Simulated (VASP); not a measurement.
## CuI: single point with PBE

Crystal: CuI.

```
Cu I
1.0
     3.35624   -3.44188    0.00000
     3.35624    3.44188    0.00000
     0.00000    0.00000    4.14005
Cu I
2 2
Direct
  0.41315 0.58685 0.75000
  0.58685 0.41315 0.25000
  0.79200 0.20800 0.75000
  0.20800 0.79200 0.25000
```

This cell differs from its parent crystal: strain -4.2%.

| Quantity | Value |
| --- | --- |
| Program | VASP 6.6.1 |
| Task | single point |
| Functional | PBE |
| Potentials or basis | VASP PAW PBE potentials, release 64 (Cu, I) |
| Cutoff | 520 eV |
| k mesh | 6 × 6 × 6 |
| Occupations | fermi-dirac, width 0.02 eV |
| Spin | no spin polarisation |
| Dipole correction | no |
| Further INCAR settings | ALGO = Normal; EDIFF = 1e-06; NBANDS = 26 |

```yaml
Pressure: 7.7 GPa
Largest_force: 0.238 eV/Å
Band_gap_on_the_k_mesh: 0.80 eV, direct
```

Forces on the atoms (eV/Å):
```
Cu   0.000  0.093  0.000
Cu   0.000 -0.093  0.000
I    0.000 -0.238  0.000
I    0.000  0.238  0.000
```

Stress tensor (GPa, compression positive):
```
 3.63  0.00  0.00
 0.00  7.77  0.00
 0.00  0.00 11.58
```

Levels at points of the mesh, in eV from the valence-band top:
```csv
k point,band 14,band 15,band 16,band 17,band 18,band 19,band 20,band 21,band 22,band 23
"(0.00, 0.00, 0.00)",-2.31,-2.08,-1.90,-1.39,0.00,0.80,1.12,2.24,4.52,4.84
"(0.50, 0.00, 0.00)",-2.38,-2.27,-1.86,-1.64,-0.90,2.47,2.96,3.40,3.77,5.59
"(0.50, 0.50, 0.00)",-2.49,-2.27,-1.30,-1.13,-0.39,1.19,2.99,3.48,4.74,6.20
"(0.00, 0.00, 0.50)",-2.44,-2.32,-2.32,-2.16,-2.16,3.68,3.68,3.81,3.81,5.65
"(0.50, 0.00, 0.50)",-2.47,-2.36,-2.36,-1.52,-1.52,1.74,1.74,3.01,3.01,7.74
"(0.50, 0.50, 0.50)",-2.53,-2.28,-2.28,-2.05,-2.05,4.24,4.24,5.14,5.14,7.16
```

Wall time 80 s on 1 thread of Intel(R) Xeon(R) Platinum 8259CL CPU @ 2.50GHz (Skylake/Cascade Lake), with other jobs on the host, peak memory 0.26 GiB.

Caveat: the cell differs from its parent crystal (strain -4.2%); spin-orbit coupling is left out, which moves the levels of the heavy elements. A k mesh can miss the band edges.
